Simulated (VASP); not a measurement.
CdTe:

```xyz
2
Lattice="0.0000 3.2799 3.2799 3.2799 0.0000 3.2799 3.2799 3.2799 0.0000" Properties=species:S:1:pos:R:3 pbc="T T T"
Cd    0.0000    0.0000    0.0000
Te    1.6400    1.6400    1.6400
```

Base run:

- Program: VASP 6.6.1
- Functional: PBE
- Potentials or basis: VASP PAW PBE potentials, release 64 (Cd, Te)
- Cutoff: 520 eV
- k mesh: 4 × 4 × 4
- Occupations: gaussian, width 0.01 eV
- Spin: no spin polarisation

Its results: band gap on the k mesh 0.65 eV, direct; pressure 1.3 GPa.

Problem. The run is repeated on the same cell with these changes: functional from PBE to PBE0. What comes out?

Solution. Band gap on the k mesh 2.12 eV, direct; pressure 0.0 GPa.

PBE0 gives the wider gap, since exact exchange removes part of the self-interaction.

Caveats: spin-orbit coupling is left out, which moves the levels of the heavy elements; the PAW data sets were made with another functional, which shifts forces and pressure a little (some runs).

